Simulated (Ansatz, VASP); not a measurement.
One calculation of P, two programs

File INCAR:

```
ALGO = Normal ; EDIFF = 1E-6
ENCUT = 520 ; GGA = PS
ISIF = 2 ; ISMEAR = 0
LASPH = T ; LCHARG = F
LREAL = F ; LWAVE = F
NBANDS = 12 ; NELM = 60
PREC = Accurate ; SIGMA = 0.15
```

File KPOINTS:

```
k-points
0
Gamma
  24 24 12
```

File POSCAR:

```
P
1.0
    2.7086450941      0.0000000000      0.0052449061
    0.0000000000      2.4346254890      0.0000000000
   -0.0110162054      0.0000000000      4.7929475526
P
2
Direct
    0.0000000000      0.0000000000      0.2500000000
    1.0000000000      0.0000000000      0.7500000000
```

Input for Ansatz:

```yaml
crystal:
  lattice:
    - [2.7086450941, 0.0, 0.0052449061]
    - [0.0, 2.434625489, 0.0]
    - [-0.0110162054, 0.0, 4.7929475526]
  atoms:
    - { symbol: P, position: [0.0, 0.0, 0.25] }
    - { symbol: P, position: [1.0, 0.0, 0.75] }
basis:
  ecutwfc: 420
kpoints:
  mp_grid: { grid: [24, 24, 12] }
hamiltonian:
  xc: pbesol
scf:
  occupations: { method: gaussian, width: 0.15 }
output:
  forces: true
  stress: true
  eigenvalues: true
```

Change from the starting cell: strain +0.1125 x Voigt [1, 0, 0, 0, 0, 0], atoms carried along.

Alike in both runs: task single point; functional PBEsol; k mesh 24 × 24 × 12; occupations gaussian, width 0.15 eV; no spin polarisation.

```csv
,VASP,Ansatz
version,VASP 6.6.1,Ansatz 0.2.0
potentials or method,"VASP PAW PBE potentials, release 64 (P), cutoff 520 eV","scalar-relativistic, plane waves, PAW"
valence electrons in the cell,10,10
```

```tsv
	VASP	Ansatz	Ansatz less VASP
gap on the k mesh at the Fermi level (eV)	none	none	-
pressure (GPa)	-8.3	-8.4	-0.08
traceless stress, the component that is largest in VASP (GPa)	-9.43	-9.43	+0.009
```

VASP's potentials were made for PBE, not for PBEsol. A gap of «none» marks a metal or a gap that the smearing closes.
